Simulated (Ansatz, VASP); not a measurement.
# NaBe2 in VASP and in Ansatz

File INCAR:

```
PREC = Accurate ; ENCUT = 600
EDIFF = 1E-7 ; ISMEAR = 0
SIGMA = 0.1 ; LREAL = F
LASPH = T ; NELM = 80
ALGO = Fast ; ISIF = 3
LWAVE = F ; LCHARG = F
GGA = PE ; IBRION = 2
NSW = 90 ; EDIFFG = -0.04
```

File KPOINTS:

```
Automatic mesh
0
Gamma
  4 4 4
```

The input POSCAR:

```
NaBe2
1.0
    4.6058009134      0.0000000000      0.0000000000
    0.0000000000      4.6058009134      0.0000000000
    0.0000000000      0.0000000000      4.3527471357
Na Be
2 4
Direct
    0.0000000000      0.5000000000      0.2500000000
    0.5000000000      0.0000000000      0.7500000000
    0.0000000000      0.0000000000      0.3333333333
    0.5000000000      0.5000000000      0.3333333333
    0.0000000000      0.0000000000      0.6666666667
    0.5000000000      0.5000000000      0.6666666667
```

Input for Ansatz:

```yaml
crystal:
  lattice:
    - [4.6058009134, 0.0, 0.0]
    - [0.0, 4.6058009134, 0.0]
    - [0.0, 0.0, 4.3527471357]
  atoms:
    - { symbol: Na, position: [0.0, 0.5, 0.25] }
    - { symbol: Na, position: [0.5, 0.0, 0.75] }
    - { symbol: Be, position: [0.0, 0.0, 0.3333333333] }
    - { symbol: Be, position: [0.5, 0.5, 0.3333333333] }
    - { symbol: Be, position: [0.0, 0.0, 0.6666666667] }
    - { symbol: Be, position: [0.5, 0.5, 0.6666666667] }
basis:
  ecutwfc: 420
kpoints:
  mp_grid: { grid: [4, 4, 4] }
hamiltonian:
  xc: pbe
scf:
  occupations: { method: gaussian, width: 0.1 }
  lower_state_search: "off"
output:
  forces: true
  stress: true
  eigenvalues: true
relax:
  adjacent_minimum: "off"
  f_tol: 0.04
  max_steps: 70
  cell: { stress_tol: 0.4 }
```

Alike in both runs: task relaxation of cell and atoms; functional PBE; k mesh 4 × 4 × 4; occupations gaussian, width 0.1 eV; no spin polarisation.

|  | VASP | Ansatz |
| --- | --- | --- |
| version | VASP 6.6.1 | Ansatz 0.2.0 |
| potentials or method | VASP PAW PBE potentials, release 64 (Na_pv, Be), cutoff 600 eV | scalar-relativistic, plane waves, PAW |
| valence electrons in the cell | 22 | 26 |

|  | VASP | Ansatz | Ansatz less VASP |
| --- | --- | --- | --- |
| gap on the k mesh at the Fermi level, each at its own relaxed structure (eV) | none | none | - |
| relaxed volume (Å³/atom) | 20.65 | 20.45 | -0.197 |
| relaxed cell length with the largest relative difference (Å) | 5.466 | 5.433 | -0.0333 |

A gap of «none» marks a metal or a gap that the smearing closes. VASP's potentials hold 22 valence electrons a cell and Ansatz's 26, so a difference there can come from the potentials and not from the codes.

The k mesh is coarse, so the values compare programs but aren't converged. Noted on VASP's run: the volume moved by over 15 % at a fixed basis, so the end points are rough.
